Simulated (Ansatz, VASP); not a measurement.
## Two plane-wave programs on AlN

```
CELL_PARAMETERS angstrom
2.78361 0.00000 0.00000
0.00000 2.78361 0.00000
0.00000 0.00000 2.78361
ATOMIC_POSITIONS crystal
Al 0.00000 0.00000 0.00000
N 0.50000 0.50000 0.50000
```

Alike in both runs: task relaxation of cell and atoms; functional r2SCAN; k mesh 6 × 6 × 6; occupations gaussian, width 0.1 eV; no spin polarisation.

|  | VASP | Ansatz |
| --- | --- | --- |
| version | VASP 6.6.1 | Ansatz 0.2.0 |
| potentials or method | VASP PAW PBE potentials, release 64 (Al, N), cutoff 600 eV | scalar-relativistic, plane waves, PAW |
| valence electrons in the cell | 8 | 8 |

```tsv
	VASP	Ansatz	Ansatz less VASP
gap on the k mesh at the Fermi level, each at its own relaxed structure (eV)	none	none	-
relaxed volume (Å³/atom)	8.61	8.63	+0.018
relaxed cell length with the largest relative difference (Å)	2.582	2.584	+0.0018
```

VASP's potentials were made for PBE, not for r2SCAN. A gap of «none» marks a metal or a gap that the smearing closes.

The k mesh is coarse, so the values compare programs but aren't converged. Noted on VASP's run: the volume moved by over 15 % at a fixed basis, so the end points are rough.
